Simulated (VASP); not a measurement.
# TiO2 (P4_2/mnm) in VASP: a series of runs, part 2 of 2

VASP 6.6.1.

### 4 Relaxation of cell and atoms, PBEsol, target pressure 10 GPa, at which the enthalpy is minimised

Input file INCAR:

```
PREC = Accurate ; ENCUT = 600
EDIFF = 1E-7 ; ISMEAR = -1
SIGMA = 0.05 ; LREAL = False
LASPH = True ; NELM = 60
ALGO = Normal ; ISIF = 3
LWAVE = False ; LCHARG = False
GGA = PS ; IBRION = 2
NSW = 60 ; EDIFFG = -0.01
PSTRESS = 100.0
```

Input file KPOINTS:

```
Automatic mesh
0
Gamma
  6 6 9
```

Input file POSCAR:

```
TiO2
1.0
    4.5998373239      0.0000000000      0.0000000000
    0.0000000000      4.5998373239      0.0000000000
    0.0000000000      0.0000000000      2.9592135600
Ti O
2 4
Direct
    0.0000000000      0.0000000000      0.5000000000
    0.5000000000      0.5000000000      0.0000000000
    0.3043213200      0.3043213200      0.5000000000
    0.1956786800      0.8043213200      0.0000000000
    0.8043213200      0.1956786800      0.0000000000
    0.6956786800      0.6956786800      0.5000000000
```

Potentials or basis: VASP PAW PBE potentials, release 64 (Ti_sv, O).

On the command line:

```
$ cat potpaw_PBE.64/Ti_sv/POTCAR potpaw_PBE.64/O/POTCAR > POTCAR
$ mpirun -np 1 vasp_std > vasp.out
```

OUTCAR:

```text
PREC = Accurate
   ENCUT = 600
   EDIFF = 1E-7
   ISMEAR = -1
   LREAL = False
   LASPH = True
   NELM = 60
   ISIF = 3
   GGA = PS
   IBRION = 2
   NSW = 60
   EDIFFG = -0.01
   PSTRESS = 100.0

 ion  position               nearest neighbor table
   1  0.000  0.000  0.500-   4 1.95   5 1.95   4 1.95   5 1.95   3 1.98   6 1.98
   2  0.500  0.500  0.000-   3 1.95   6 1.95   3 1.95   6 1.95   5 1.98   4 1.98
   3  0.304  0.304  0.500-   2 1.95   2 1.95   1 1.98
   4  0.196  0.804  0.000-   1 1.95   1 1.95   2 1.98
   5  0.804  0.196  0.000-   1 1.95   1 1.95   2 1.98
   6  0.696  0.696  0.500-   2 1.95   2 1.95   1 1.98

  LATTYP: Found a simple tetragonal cell.
 ALAT       =     4.5998373239
 C/A-ratio  =     0.6433300466

  Lattice vectors:

 A1 = (   4.5998373239,   0.0000000000,   0.0000000000)
 A2 = (   0.0000000000,   4.5998373239,   0.0000000000)
 A3 = (   0.0000000000,   0.0000000000,   2.9592135600)

Analysis of symmetry for initial positions (statically):
=====================================================================
[... 179 lines left out ...]
  ext. energy  EPLUGINS =         0.00000000
  ---------------------------------------------------
  free energy    TOTEN  =       -56.10321677 eV

  energy without entropy =      -56.10321677  energy(sigma->0) =      -56.10321677

------------------------ aborting loop because EDIFF is reached ----------------------------------------

  FORCE on cell =-STRESS in cart. coord.  units (eV):
  Direction    XX          YY          ZZ          XY          YZ          ZX
  --------------------------------------------------------------------------------------
  -------------------------------------------------------------------------------------
  Total       -0.6912907     -0.6912907     -1.3718545      0.0000000      0.0000000      0.0000000
  in kB      -17.6892763    -17.6892763    -35.1040621      0.0000000      0.0000000      0.0000000
  external PRESSURE =    -123.4942049 kB  Pullay stress =     100.0000000 kB
[... 239 lines left out ...]
--------------------------------------- Ionic step        7  -------------------------------------------

 number of electron      48.0000000 magnetization

 Free energy of the ion-electron system (eV)
  ---------------------------------------------------
  ext. energy  EPLUGINS =         0.00000000
  ---------------------------------------------------
  free energy    TOTEN  =       -56.03548381 eV

  energy without entropy =      -56.03548381  energy(sigma->0) =      -56.03548381

 E-fermi :   6.1781     XC(G=0): -11.9593

 val. band max:        5.2647050392   @ k =   0.0000   0.0000   0.0000
 cond. band min:       7.1308381968   @ k =   0.0000   0.0000   0.0000
 fundamental gap:      1.8661331575
 Fermi energy:         6.1780625352

 k-point     1 :       0.0000    0.0000    0.0000
  band No.  band energies     occupation
      1     -51.2896      2.00000
      2     -51.2666      2.00000
      3     -27.7636      2.00000
      4     -27.7636      2.00000
      5     -27.5597      2.00000
      6     -27.5597      2.00000
[... 733 lines left out ...]
     27       8.5379      0.00000
     28       8.5379      0.00000

 [... further k-points ...]
[... 5 lines left out ...]
  --------------------------------------------------------------------------------------
  -------------------------------------------------------------------------------------
  Total        3.6872785      3.6872785      3.6976554      0.0000000      0.0000000      0.0000000
  in kB       99.1322224     99.1322224     99.4112027      0.0000000      0.0000000      0.0000000
  external PRESSURE =      -0.7747841 kB  Pullay stress =     100.0000000 kB
[... 25 lines left out ...]
  energy  without entropy=      -56.0354838086  energy(sigma->0) =      -56.03548381

  enthalpy is  TOTEN    =       -52.3159278105 eV   P V=        3.7195559984

 reached required accuracy - stopping structural energy minimisation
```

OSZICAR:

```text
N       E                     dE             d eps       ncg     rms          rms(c)
DAV:   1     0.723802916761E+03    0.72380E+03   -0.27434E+04  2800   0.225E+03
DAV:   2     0.627761317681E+02   -0.66103E+03   -0.63936E+03  2940   0.630E+02
[... 73 lines left out ...]
DAV:   1    -0.560355500532E+02   -0.16063E-02   -0.56403E-03  2916   0.834E-01    0.793E-02
DAV:   2    -0.560355107117E+02    0.39342E-04   -0.39773E-04  3440   0.179E-01    0.445E-02
DAV:   3    -0.560354840267E+02    0.26685E-04   -0.11420E-04  3864   0.980E-02    0.131E-02
DAV:   4    -0.560354838862E+02    0.14051E-06   -0.16346E-05  3664   0.330E-02    0.701E-03
DAV:   5    -0.560354840078E+02   -0.12163E-06   -0.17020E-06  4520   0.946E-03    0.358E-03
DAV:   6    -0.560354838856E+02    0.12226E-06   -0.37338E-07  2536   0.431E-03    0.163E-03
DAV:   7    -0.560354838090E+02    0.76580E-07   -0.55379E-08  1608   0.285E-03
   7 F= -.52315928E+02 E0= -.52315928E+02  d E =-.189842E-04
```

CONTCAR:

```text
TiO2
   1.00000000000000
     4.5191426343642522    0.0000000000000000    0.0000000000000000
     0.0000000000000000    4.5191426343642522    0.0000000000000000
     0.0000000000000000    0.0000000000000000    2.9180288819782652
  Ti              O
     2     4
Direct
     1.0000000000000000    0.0000000000000000    0.5000000000000000
     0.5000000000000000    0.5000000000000000    1.0000000000000000
     0.3030783840525048    0.3030783840525048    0.5000000000000000
     0.1969216159474952    0.8030783840525048    1.0000000000000000
     0.8030783840525048    0.1969216159474952    0.0000000000000000
     0.6969216159474952    0.6969216159474952    0.5000000000000000

  0.00000000E+00  0.00000000E+00  0.00000000E+00
  0.00000000E+00  0.00000000E+00  0.00000000E+00
  0.00000000E+00  0.00000000E+00  0.00000000E+00
  0.00000000E+00  0.00000000E+00  0.00000000E+00
  0.00000000E+00  0.00000000E+00  0.00000000E+00
  0.00000000E+00  0.00000000E+00  0.00000000E+00
```

Run time: 14 min. Hardware: 1 thread of Intel Xeon 8259CL, shared host; peak memory 0.26 GiB.

What came out:

| Quantity | Value |
| --- | --- |
| Free energy | -56.0355 eV |
| Relaxed volume | 9.93 Å³/atom |
| Relaxed cell | a = 4.519 Å, b = 4.519 Å, c = 2.918 Å, α = 90.00°, β = 90.00°, γ = 90.00° |
| Space group after relaxing (to 0.05 Å) | P4_2/mnm (No. 136) |
| Energy change on relaxing (the enthalpy is what falls) | +11.3 meV/atom |
| Ionic steps | 7 |
| Pressure after relaxing | 9.9 GPa |
| Largest force after relaxing | 0.003 eV/Å |
| Band gap on the k mesh | 1.87 eV, direct |

Forces in eV/Å, atoms in the order of the input:
```
Ti   0.000  0.000  0.000
Ti   0.000  0.000  0.000
O    0.002  0.002  0.000
O   -0.002  0.002  0.000
O    0.002 -0.002  0.000
O   -0.002 -0.002  0.000
```

Step by step:
```csv
step,energy change (eV),largest force (eV/Å),pressure (GPa),volume (Å³)
1,0.0000,0.0480,-2.35,62.61
2,0.6202,0.7069,34.05,55.60
3,0.0598,0.2053,9.64,59.81
4,0.0632,0.2108,9.90,59.75
5,0.0690,0.0019,10.04,59.57
6,0.0693,0.0061,10.05,59.57
7,0.0677,0.0031,9.92,59.59
```

Final structure:
```xyz
6
Lattice="4.5191 0.0000 0.0000 0.0000 4.5191 0.0000 0.0000 0.0000 2.9180" Properties=species:S:1:pos:R:3 pbc="T T T"
Ti    4.5191    0.0000    1.4590
Ti    2.2596    2.2596    2.9180
O     1.3697    1.3697    1.4590
O     0.8899    3.6292    2.9180
O     3.6292    0.8899    0.0000
O     3.1495    3.1495    1.4590
```

Caveat: the cell is relaxed towards a set pressure, so the enthalpy falls and the energy may rise; the PAW data sets were made with another functional, which shifts forces and pressure a little. A k mesh can miss the band edges.

### 5 Relaxation of cell and atoms, PBEsol, target pressure 20 GPa, at which the enthalpy is minimised

Input file INCAR:

```
PREC     = Accurate       # precision mode
ENCUT    = 600            # plane-wave cutoff, eV
EDIFF    = 1E-6           # SCF threshold, eV
ISMEAR   = -1             # smearing method
SIGMA    = 0.05           # smearing width, eV
LREAL    = F              # projectors in reciprocal space
LASPH    = T              # aspherical terms in the spheres
NELM     = 60             # most SCF steps
ALGO     = Normal         # electronic algorithm
ISIF     = 3              # what is computed and relaxed
LWAVE    = F              # write WAVECAR
LCHARG   = F              # write CHGCAR
GGA      = PS             # functional
IBRION   = 2              # ionic algorithm
NSW      = 60             # ionic steps
EDIFFG   = -0.01          # ionic threshold
PSTRESS  = 200.0
```

KPOINTS is that of step 4.

POSCAR is that of step 4.

On the command line:

```
$ cat potpaw_PBE.64/Ti_sv/POTCAR potpaw_PBE.64/O/POTCAR > POTCAR
$ mpirun -np 1 vasp_std > vasp.out
```

It took 6.2 min on 1 thread of AMD EPYC 9R45 (Zen 5), shared host; peak memory 0.22 GiB.

Results (log left out):

| Property | Result |
| --- | --- |
| Free energy | -55.8494 eV |
| Relaxed volume | 9.60 Å³/atom |
| Relaxed cell | a = 4.459 Å, b = 4.459 Å, c = 2.896 Å, α = 90.00°, β = 90.00°, γ = 90.00° |
| Space group after relaxing (to 0.05 Å) | P4_2/mnm (No. 136) |
| Energy change on relaxing (the enthalpy is what falls) | +42.3 meV/atom |
| Ionic steps | 10 |
| Pressure after relaxing | 20.0 GPa |
| Band gap on the k mesh | 1.91 eV, direct |

Stress tensor (GPa, compression positive):
```
19.94  0.00  0.00
 0.00 19.94  0.00
 0.00  0.00 20.07
```

The path:
| step | energy change (eV) | largest force (eV/Å) | pressure (GPa) | volume (Å³) |
| --- | --- | --- | --- | --- |
| 1 | 0.0000 | 0.0479 | -2.36 | 62.61 |
| 2 | 2.4380 | 1.4709 | 79.78 | 50.32 |
| 3 | 0.2158 | 0.3709 | 18.82 | 58.03 |
| 4 | 0.2352 | 0.3885 | 19.65 | 57.87 |
| 5 | 0.2468 | 0.3985 | 20.14 | 57.77 |
| 6 | 0.2709 | 0.0812 | 20.59 | 57.45 |
| 7 | 0.2644 | 0.0107 | 20.51 | 57.50 |
| 8 | 0.2371 | 0.0177 | 19.22 | 57.72 |
| 9 | 0.2519 | 0.0140 | 19.88 | 57.60 |
| 10 | 0.2538 | 0.0016 | 19.98 | 57.58 |

Final structure:
```yaml
crystal:
  lattice:
    - [4.45902, 0.00000, 0.00000]
    - [0.00000, 4.45902, 0.00000]
    - [0.00000, 0.00000, 2.89592]
  atoms:
    - { symbol: Ti, position: [0.00000, 0.00000, 0.50000] }
    - { symbol: Ti, position: [0.50000, 0.50000, 0.00000] }
    - { symbol: O, position: [0.30232, 0.30232, 0.50000] }
    - { symbol: O, position: [0.19768, 0.80232, 0.00000] }
    - { symbol: O, position: [0.80232, 0.19768, 0.00000] }
    - { symbol: O, position: [0.69768, 0.69768, 0.50000] }
```

Levels at points of the mesh, in eV from the valence-band top:
```csv
k point,band 20,band 21,band 22,band 23,band 24,band 25,band 26,band 27,band 28
"(0.00, 0.00, 0.00)",-2.19,-0.77,-0.51,-0.51,0.00,1.91,2.21,2.49,2.64
"(0.50, 0.00, 0.00)",-3.35,-1.87,-1.87,-0.85,-0.85,2.68,2.68,3.32,3.32
"(0.50, 0.50, 0.00)",-2.51,-1.43,-1.43,-1.16,-1.16,1.96,1.96,2.67,2.67
```

Caveat: the cell is relaxed towards a set pressure, so the enthalpy falls and the energy may rise; the PAW data sets were made with another functional, which shifts forces and pressure a little. A k mesh can miss the band edges.

### 6 Relaxation of cell and atoms, PBEsol, target pressure 30 GPa, at which the enthalpy is minimised

Input file INCAR:

```
SYSTEM = TiO2
PREC = Accurate
ENCUT = 600
EDIFF = 1E-6
ISMEAR = -1
SIGMA = 0.05
LREAL = .False.
LASPH = .True.
NELM = 60
ALGO = Normal
ISIF = 3
LWAVE = .False.
LCHARG = .False.
GGA = PS
IBRION = 2
NSW = 60
EDIFFG = -0.01
PSTRESS = 300.0
```

Input file KPOINTS:

```
regular mesh
0
Gamma
  6 6 9
  0 0 0
```

POSCAR is that of step 5.

Potentials or basis: VASP PAW PBE potentials, release 64 (Ti_sv, O).

On the command line:

```
$ cat potpaw_PBE.64/Ti_sv/POTCAR potpaw_PBE.64/O/POTCAR > POTCAR
$ mpirun -np 1 vasp_std > vasp.out
```

OUTCAR:

```text
SYSTEM = TiO2
   PREC = Accurate
   ENCUT = 600
   EDIFF = 1E-6
   ISMEAR = -1
   LREAL = .False.
   LASPH = .True.
   NELM = 60
   ISIF = 3
   GGA = PS
   IBRION = 2
   NSW = 60
   EDIFFG = -0.01
   PSTRESS = 300.0

 ion  position               nearest neighbor table
   1  0.000  0.000  0.500-   4 1.95   5 1.95   4 1.95   5 1.95   3 1.98   6 1.98
   2  0.500  0.500  0.000-   3 1.95   6 1.95   3 1.95   6 1.95   5 1.98   4 1.98
   3  0.304  0.304  0.500-   2 1.95   2 1.95   1 1.98
   4  0.196  0.804  0.000-   1 1.95   1 1.95   2 1.98
   5  0.804  0.196  0.000-   1 1.95   1 1.95   2 1.98
   6  0.696  0.696  0.500-   2 1.95   2 1.95   1 1.98

  LATTYP: Found a simple tetragonal cell.
 ALAT       =     4.5998373239
 C/A-ratio  =     0.6433300466

  Lattice vectors:
[... 400 lines left out ...]
--------------------------------------- Ionic step       10  -------------------------------------------

 number of electron      48.0000001 magnetization

 Free energy of the ion-electron system (eV)
  ---------------------------------------------------
  ext. energy  EPLUGINS =         0.00000000
  ---------------------------------------------------
  free energy    TOTEN  =       -55.58721474 eV

  energy without entropy =      -55.58721474  energy(sigma->0) =      -55.58721474

 E-fermi :   6.9927     XC(G=0): -12.3193

 val. band max:        6.0235644584   @ k =   0.0000   0.0000   0.0000
 cond. band min:       7.9833528835   @ k =   0.0000   0.0000   0.0000
 fundamental gap:      1.9597884251
 Fermi energy:         6.9927452836

 k-point     1 :       0.0000    0.0000    0.0000
  band No.  band energies     occupation
      1     -50.3664      2.00000
      2     -50.3334      2.00000
      3     -26.9300      2.00000
      4     -26.9300      2.00000
      5     -26.6619      2.00000
      6     -26.6619      2.00000
[... 733 lines left out ...]
     27       9.5137      0.00000
     28       9.5137      0.00000

 [... further k-points ...]
[... 5 lines left out ...]
  --------------------------------------------------------------------------------------
  -------------------------------------------------------------------------------------
  Total       10.4405160     10.4405160     10.4806793      0.0000000      0.0000000      0.0000000
  in kB      299.3011380    299.3011380    300.4525114      0.0000000      0.0000000      0.0000000
  external PRESSURE =      -0.3150709 kB  Pullay stress =     300.0000000 kB
[... 25 lines left out ...]
  energy  without entropy=      -55.5872147377  energy(sigma->0) =      -55.58721474

  enthalpy is  TOTEN    =       -45.1223203626 eV   P V=       10.4648943752

 reached required accuracy - stopping structural energy minimisation
```

OSZICAR:

```text
N       E                     dE             d eps       ncg     rms          rms(c)
DAV:   1     0.723802916761E+03    0.72380E+03   -0.27434E+04  2800   0.225E+03
[... 111 lines left out ...]
DAV:   1    -0.555875978399E+02    0.70016E-02   -0.57393E-02  2800   0.245E+00    0.186E-01
DAV:   2    -0.555873727893E+02    0.22505E-03   -0.31213E-03  3608   0.526E-01    0.996E-02
DAV:   3    -0.555872255840E+02    0.14721E-03   -0.53336E-04  3792   0.170E-01    0.338E-02
DAV:   4    -0.555872124235E+02    0.13161E-04   -0.10744E-04  4440   0.848E-02    0.211E-02
DAV:   5    -0.555872132211E+02   -0.79766E-06   -0.10048E-05  3392   0.316E-02    0.121E-02
DAV:   6    -0.555872145881E+02   -0.13670E-05   -0.32939E-06  2844   0.170E-02    0.248E-03
DAV:   7    -0.555872147378E+02   -0.14968E-06   -0.52097E-07  1616   0.589E-03
  10 F= -.45122320E+02 E0= -.45122320E+02  d E =-.226872E-03
```

CONTCAR:

```text
TiO2
   1.00000000000000
     4.4079430871050675   -0.0000000000000000    0.0000000000000000
     0.0000000000000000    4.4079430871050675    0.0000000000000000
     0.0000000000000000    0.0000000000000000    2.8764194709709963
  Ti              O
     2     4
Direct
     0.0000000000000000    0.0000000000000000    0.5000000000000000
     0.5000000000000000    0.5000000000000000    0.0000000000000000
     0.3018377154762095    0.3018377154762095    0.5000000000000000
     0.1981622845237906    0.8018377154762093    0.0000000000000000
     0.8018377154762093    0.1981622845237906    0.0000000000000000
     0.6981622845237907    0.6981622845237907    0.5000000000000000

  0.00000000E+00  0.00000000E+00  0.00000000E+00
  0.00000000E+00  0.00000000E+00  0.00000000E+00
  0.00000000E+00  0.00000000E+00  0.00000000E+00
  0.00000000E+00  0.00000000E+00  0.00000000E+00
  0.00000000E+00  0.00000000E+00  0.00000000E+00
  0.00000000E+00  0.00000000E+00  0.00000000E+00
```

It took 6.8 min on 1 thread of AMD EPYC 9R45 (Zen 5), shared host; peak memory 0.22 GiB.

What came out:

```yaml
Free_energy: -55.5872 eV
Relaxed_volume: 9.31 Å³/atom
Relaxed_cell: a = 4.408 Å, b = 4.408 Å, c = 2.876 Å, α = 90.00°, β = 90.00°, γ = 90.00°
Space_group_after_relaxing_to_0.05_Å: P4_2/mnm (No. 136)
Energy_change_on_relaxing_the_enthalpy_is_what_falls: +86.0 meV/atom
Ionic_steps: 10
Pressure_after_relaxing: 30.0 GPa
Band_gap_on_the_k_mesh: 1.96 eV, direct
```

Forces in eV/Å, atoms in the order of the input:
```
Ti   0.000  0.000  0.000
Ti   0.000  0.000  0.000
O   -0.002 -0.002  0.000
O    0.002 -0.002  0.000
O   -0.002  0.002  0.000
O    0.002  0.002  0.000
```

The path:
| step | energy change (eV) | largest force (eV/Å) | pressure (GPa) | volume (Å³) |
| --- | --- | --- | --- | --- |
| 1 | 0.0000 | 0.0479 | -2.36 | 62.61 |
| 2 | 5.8502 | 2.4540 | 146.91 | 45.39 |
| 3 | 0.4166 | 0.5140 | 27.07 | 56.61 |
| 4 | 0.4779 | 0.5543 | 29.25 | 56.27 |
| 5 | 0.5007 | 0.5687 | 30.05 | 56.14 |
| 6 | 0.5534 | 0.2213 | 30.81 | 55.71 |
| 7 | 0.5303 | 0.0268 | 30.55 | 55.82 |
| 8 | 0.4900 | 0.0224 | 29.08 | 56.03 |
| 9 | 0.5086 | 0.0244 | 29.73 | 55.93 |
| 10 | 0.5160 | 0.0022 | 29.97 | 55.89 |

Final structure:
```
Ti O
1.0
     4.40794    0.00000    0.00000
     0.00000    4.40794    0.00000
     0.00000    0.00000    2.87642
Ti O
2 4
Direct
  0.00000 0.00000 0.50000
  0.50000 0.50000 0.00000
  0.30184 0.30184 0.50000
  0.19816 0.80184 0.00000
  0.80184 0.19816 0.00000
  0.69816 0.69816 0.50000
```

Levels at points of the mesh, in eV from the valence-band top:
```
           k point  band 21  band 22  band 23  band 24  band 25  band 26  band 27  band 28
(0.00, 0.00, 0.00)    -0.79    -0.51    -0.51     0.00     1.96     2.28     2.54     2.71
(0.50, 0.00, 0.00)    -1.95    -1.95    -0.89    -0.89     2.78     2.78     3.44     3.44
(0.50, 0.50, 0.00)    -1.47    -1.47    -1.16    -1.16     2.02     2.02     2.74     2.74
```

Caveat: the cell is relaxed towards a set pressure, so the enthalpy falls and the energy may rise; the PAW data sets were made with another functional, which shifts forces and pressure a little. A k mesh can miss the band edges.

### 7 Overview

| cell | gap on the mesh (eV) | pressure (GPa) |
| --- | --- | --- |
| relaxed to 2 GPa | 1.84 | 2.0 |
| relaxed to 5 GPa | 1.85 | 5.1 |
| relaxed to 10 GPa | 1.87 | 9.9 |
| relaxed to 20 GPa | 1.91 | 20.0 |
| relaxed to 30 GPa | 1.96 | 30.0 |

Alike in all rows: task relaxation of cell and atoms; level PBEsol; potentials or basis VASP PAW PBE potentials, release 64 (Ti_sv, O); no spin polarisation; k mesh 6 × 6 × 9; cutoff (eV) 600; smearing fermi-dirac 0.05 eV.

Caveats: the cell is relaxed towards a set pressure, so the enthalpy falls and the energy may rise; the PAW data sets were made with another functional, which shifts forces and pressure a little.

Absolute energies hang on the potentials; compare differences alone.
